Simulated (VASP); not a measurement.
# GaN (F-43m) in VASP: a series of runs, part 2 of 2

VASP 6.6.1. The steps go on from the part before.

### Step 3. Single point, PBE, non-collinear spin, zero start, spin-orbit coupling

Contents of INCAR:

```
SYSTEM = GaN
PREC = Accurate ; ENCUT = 520
EDIFF = 1E-7 ; ISMEAR = -1
SIGMA = 0.05 ; LREAL = .False.
LASPH = .True. ; NELM = 150
ALGO = Normal ; ISIF = 2
LWAVE = .False. ; LCHARG = .False.
LNONCOLLINEAR = .True. ; MAGMOM = 0 0 0 0 0 0
LORBIT = 11 ; LSORBIT = .True.
GGA_COMPAT = .False. ; LORBMOM = .True.
GGA = PE ; NBANDS = 30
```

Contents of KPOINTS:

```
Automatic mesh
0
Gamma
  10 10 10
  0 0 0
```

Contents of POSCAR:

```
GaN
1.0
    0.0000000000      2.2535006075      2.2535006075
    2.2535006075      0.0000000000      2.2535006075
    2.2535006075      2.2535006075      0.0000000000
Ga N
1 1
Direct
    0.0000000000      0.0000000000      0.0000000000
    0.2500000000      0.2500000000      0.2500000000
```

Potentials or basis: VASP PAW PBE potentials, release 64 (Ga_d, N).

Command:

```bash
$ cat potpaw_PBE.64/Ga_d/POTCAR potpaw_PBE.64/N/POTCAR > POTCAR
$ mpirun -np 1 vasp_ncl > vasp.out
```

OUTCAR:

```text
SYSTEM = GaN
   PREC = Accurate
   ENCUT = 520
   EDIFF = 1E-7
   ISMEAR = -1
   LREAL = .False.
   LASPH = .True.
   NELM = 150
   ISIF = 2
   LNONCOLLINEAR = .True.
   LORBIT = 11
   LSORBIT = .True.
   GGA = PE

 ion  position               nearest neighbor table
   1  0.000  0.000  0.000-   2 1.95   2 1.95   2 1.95   2 1.95
   2  0.250  0.250  0.250-   1 1.95   1 1.95   1 1.95   1 1.95

  LATTYP: Found a face centered cubic cell.
 ALAT       =     4.5070012150

  Lattice vectors:

 A1 = (   0.0000000000,   2.2535006075,   2.2535006075)
 A2 = (   2.2535006075,   0.0000000000,   2.2535006075)
 A3 = (   2.2535006075,   2.2535006075,   0.0000000000)

Analysis of symmetry for initial positions (statically):
=====================================================================
 Subroutine PRICEL returns:
 Original cell was already a primitive cell.

 Routine SETGRP: Setting up the symmetry group for a
 face centered cubic supercell.

 Subroutine GETGRP returns: Found 24 space group operations
 (whereof 24 operations were pure point group operations)
 out of a pool of 48 trial point group operations.

The static configuration has the point symmetry T_d .

Analysis of symmetry for dynamics (positions and initial velocities):
=====================================================================
 Subroutine PRICEL returns:
 Original cell was already a primitive cell.

 Routine SETGRP: Setting up the symmetry group for a
 face centered cubic supercell.

 Subroutine GETGRP returns: Found 24 space group operations
 (whereof 24 operations were pure point group operations)
 out of a pool of 48 trial point group operations.

The dynamic configuration has the point symmetry T_d .

Analysis of structural, dynamic, and magnetic symmetry:
=====================================================================
 Subroutine PRICEL returns:
 Original cell was already a primitive cell.

 Routine SETGRP: Setting up the symmetry group for a
 face centered cubic supercell.

[... 1002 lines left out ...]
  1         0.000   0.000   0.000
  2        -0.000   0.000  -0.000
 ----------------------------------------
            0.000   0.000   0.000

 orbital moment (z)

 # of ion     p       d       tot
 ----------------------------------------
  1         0.000   0.000   0.000
  2         0.000   0.000   0.000
 ----------------------------------------
            0.000   0.000   0.000

 Spin-Orbit-Coupling matrix elements

 Ion:    1  E_soc:     -0.0107762
 l=   1
     0.0000000    -0.0009748    -0.0009748
    -0.0009748     0.0000000    -0.0009748
    -0.0009748    -0.0009748     0.0000000
 l=   2
     0.0000000    -0.0001712     0.0000000    -0.0001712    -0.0006501
    -0.0001712     0.0000000    -0.0004875    -0.0001712    -0.0001625
     0.0000000    -0.0004875     0.0000000    -0.0004875     0.0000000
    -0.0001712    -0.0001712    -0.0004875     0.0000000    -0.0001625
    -0.0006501    -0.0001625     0.0000000    -0.0001625     0.0000000
 l=   3
     0.0000000     0.0000000     0.0000000     0.0000000     0.0000000     0.0000000     0.0000000
     0.0000000     0.0000000     0.0000000     0.0000000     0.0000000     0.0000000     0.0000000
     0.0000000     0.0000000     0.0000000     0.0000000     0.0000000     0.0000000     0.0000000
     0.0000000     0.0000000     0.0000000     0.0000000     0.0000000     0.0000000     0.0000000
     0.0000000     0.0000000     0.0000000     0.0000000     0.0000000     0.0000000     0.0000000
     0.0000000     0.0000000     0.0000000     0.0000000     0.0000000     0.0000000     0.0000000
     0.0000000     0.0000000     0.0000000     0.0000000     0.0000000     0.0000000     0.0000000

 Ion:    2  E_soc:     -0.0000961
 l=   1
     0.0000000    -0.0000160    -0.0000160
    -0.0000160     0.0000000    -0.0000160
    -0.0000160    -0.0000160     0.0000000
 l=   2
     0.0000000     0.0000000     0.0000000     0.0000000     0.0000000
     0.0000000     0.0000000     0.0000000     0.0000000     0.0000000
     0.0000000     0.0000000     0.0000000     0.0000000     0.0000000
     0.0000000     0.0000000     0.0000000     0.0000000     0.0000000
     0.0000000     0.0000000     0.0000000     0.0000000     0.0000000
 l=   3
     0.0000000     0.0000000     0.0000000     0.0000000     0.0000000     0.0000000     0.0000000
     0.0000000     0.0000000     0.0000000     0.0000000     0.0000000     0.0000000     0.0000000
     0.0000000     0.0000000     0.0000000     0.0000000     0.0000000     0.0000000     0.0000000
     0.0000000     0.0000000     0.0000000     0.0000000     0.0000000     0.0000000     0.0000000
     0.0000000     0.0000000     0.0000000     0.0000000     0.0000000     0.0000000     0.0000000
     0.0000000     0.0000000     0.0000000     0.0000000     0.0000000     0.0000000     0.0000000
     0.0000000     0.0000000     0.0000000     0.0000000     0.0000000     0.0000000     0.0000000

 total charge

# of ion       s       p       d       tot
------------------------------------------
    1        0.790   0.898  10.178  11.866
    2        1.225   2.518   0.000   3.743
--------------------------------------------------
tot          2.014   3.417  10.178  15.609

 magnetization (x)

# of ion       s       p       d       tot
------------------------------------------
    1       -0.000   0.000   0.000   0.000
    2        0.000   0.000   0.000   0.000
--------------------------------------------------
tot          0.000   0.000   0.000   0.000

 magnetization (y)

# of ion       s       p       d       tot
------------------------------------------
    1       -0.000   0.000   0.000  -0.000
    2        0.000  -0.000   0.000  -0.000
--------------------------------------------------
tot         -0.000  -0.000   0.000  -0.000

 magnetization (z)

# of ion       s       p       d       tot
------------------------------------------
    1        0.000   0.000   0.000   0.000
    2        0.000   0.000   0.000   0.000
--------------------------------------------------
tot          0.000   0.000   0.000   0.000
```

OSZICAR:

```text
N       E                     dE             d eps       ncg     rms          rms(c)
DAV:   1     0.141720537537E+03    0.14172E+03   -0.86885E+03  5412   0.221E+03
DAV:   2     0.508377284782E+01   -0.13664E+03   -0.12609E+03  4582   0.485E+02
DAV:   3    -0.135188713449E+02   -0.18603E+02   -0.18290E+02  4996   0.131E+02
DAV:   4    -0.141360816540E+02   -0.61721E+00   -0.61594E+00  5022   0.262E+01
DAV:   5    -0.141478529478E+02   -0.11771E-01   -0.11770E-01  5136   0.359E+00    0.771E+00
DAV:   6    -0.121215763000E+02    0.20263E+01   -0.36809E+00  7226   0.425E+01    0.236E+00
DAV:   7    -0.121566092679E+02   -0.35033E-01   -0.56368E-01  4752   0.776E+00    0.184E+00
DAV:   8    -0.121595733006E+02   -0.29640E-02   -0.82024E-02  6710   0.436E+00    0.111E+00
DAV:   9    -0.121481363581E+02    0.11437E-01   -0.25100E-02  6582   0.364E+00    0.274E-01
DAV:  10    -0.121487144828E+02   -0.57812E-03   -0.27711E-03  5664   0.686E-01    0.206E-01
DAV:  11    -0.121485980030E+02    0.11648E-03   -0.41192E-04  6602   0.564E-01    0.622E-02
DAV:  12    -0.121486035317E+02   -0.55287E-05   -0.75989E-05  4752   0.748E-02    0.516E-02
DAV:  13    -0.121486014140E+02    0.21176E-05   -0.12018E-05  6778   0.490E-02    0.611E-03
DAV:  14    -0.121486025348E+02   -0.11208E-05   -0.30021E-06  4674   0.162E-02    0.672E-03
DAV:  15    -0.121486025663E+02   -0.31518E-07   -0.72013E-08  4464   0.634E-03
   1 F= -.12148603E+02 E0= -.12148603E+02  d E =-.296080E-09  mag=    -0.0000    -0.0000    -0.0000
```

stdout:

```text
POSCAR found type information on POSCAR GaN
 POSCAR found :  2 types and       2 ions
 scaLAPACK will be used
 LDA part: xc-table for (Slater+PW92), standard interpolation
 POSCAR, INCAR and KPOINTS ok, starting setup
 FFT: planning ... GRIDC
 FFT: planning ... GRID_SOFT
 FFT: planning ... GRID
 WAVECAR not read
 entering main loop
```

Wall time 40 s (1 thread of Intel Xeon 6975P-C (Granite Rapids), shared host); peak memory 0.24 GiB.

What came out:

| Quantity | Value |
| --- | --- |
| Free energy | -12.1486 eV |
| Pressure | 5.0 GPa |
| Net moment | 0.00 μB per cell |
| Valence electrons inside the program's atomic spheres | Ga 11.87; N 3.74 |

Moments on the atoms (μB; x, y, z):
```
Ga  0.00 0.00 0.00
N   0.00 0.00 0.00
```

Caveat: the cell stands under pressure.

### Step 4. Relaxation of cell and atoms, PBEsol-based global hybrid with 25 % exact exchange

POSCAR is that of step 3.

Contents of INCAR.step1:

```
PREC = Accurate
ENCUT = 600
EDIFF = 1E-5
ISMEAR = -1
SIGMA = 0.05
LREAL = F
LASPH = T
NELM = 100
ALGO = Normal
LWAVE = T
LCHARG = F
GGA = PE
NBANDS = 16
```

Contents of INCAR.step2:

```
PREC = Accurate
ENCUT = 600
EDIFF = 1E-6
ISMEAR = -1
SIGMA = 0.05
LREAL = F
LASPH = T
NELM = 100
ALGO = Normal
ISIF = 3
LWAVE = F
LCHARG = F
GGA = PS
LHFCALC = T
AEXX = 0.25
PRECFOCK = Normal
IBRION = 2
NSW = 60
EDIFFG = -0.01
ISTART = 1
```

Contents of KPOINTS:

```
Automatic mesh
0
Gamma
  5 5 5
```

Command:

```bash
$ cat potpaw_PBE.64/Ga_d/POTCAR potpaw_PBE.64/N/POTCAR > POTCAR
$ cp INCAR.step1 INCAR
$ mpirun -np 1 vasp_std > vasp.out
$ cp INCAR.step2 INCAR
$ mpirun -np 1 vasp_std > vasp.out
```

It took 51 min on 1 thread of Intel Xeon Platinum 8375C at 2.90GHz (Ice Lake), shared host; peak memory 0.18 GiB.

The run converged. Its results:

```yaml
Free_energy: -16.3816 eV
Relaxed_volume: 11.10 Å³/atom
Relaxed_cell: a = 3.155 Å, b = 3.155 Å, c = 3.155 Å, α = 60.00°, β = 60.00°, γ = 60.00°
Space_group_after_relaxing_to_0.1_Å: F-43m (No. 216)
Energy_gained_by_relaxing: 6.7 meV/atom
Ionic_steps: 3
Pressure_after_relaxing: -0.1 GPa
Band_gap_on_the_k_mesh: 3.92 eV
```

The path:
| step | energy change (eV) | largest force (eV/Å) | pressure (GPa) | volume (Å³) |
| --- | --- | --- | --- | --- |
| 1 | 0.0000 | 0.0000 | -5.99 | 22.89 |
| 2 | 0.0021 | 0.0000 | 7.34 | 21.50 |
| 3 | -0.0133 | 0.0000 | -0.14 | 22.20 |

Final structure:
```
Ga N
1.0
     0.00000    2.23069    2.23069
     2.23069    0.00000    2.23069
     2.23069    2.23069    0.00000
Ga N
1 1
Direct
  0.00000 0.00000 0.00000
  0.25000 0.25000 0.25000
```

Levels at points of the mesh, in eV from the valence-band top:
```
           k point  band 5  band 6  band 7  band 8  band 9  band 10  band 11  band 12  band 13
(0.00, 0.00, 0.00)  -15.24  -15.24    0.00    0.00    0.00     3.92    12.82    12.82    12.82
```

Caveat: the k points lie up to 0.49 Å⁻¹ apart in the final cell; the PAW data sets were made with another functional, which shifts forces and pressure a little.

### Step 5. Overview

| task | level | spin | cell | k mesh | cutoff (eV) | grid for exact exchange (PRECFOCK) | share of exact exchange | gap on the mesh (eV) | pressure (GPa) | relaxed volume (Å³/atom) |
| --- | --- | --- | --- | --- | --- | --- | --- | --- | --- | --- |
| relaxation of cell and atoms | r2SCAN+rVV10 | off | relaxed | 10 × 10 × 10 | 600 | - | - | 2.13 | -0.1 | 11.36 |
| single point | PBE | non-collinear, zero start, SOC | as given | 10 × 10 × 10 | 520 | - | - | - | 5.0 | - |
| relaxation of cell and atoms | PBEsol-based global hybrid with 25 % exact exchange | off | relaxed | 5 × 5 × 5 | 600 | Normal | 0.25 | 3.92 | -0.1 | 11.10 |

Alike in all rows: potentials or basis VASP PAW PBE potentials, release 64 (Ga_d, N); smearing fermi-dirac 0.05 eV.

Caveats: some runs use coarse meshes; the PAW data sets were made with another functional, which shifts forces and pressure a little (at least some runs); the cell stands under pressure (at least some runs).

Total energies depend on the potentials used, so only differences within one code and one set of settings carry meaning.
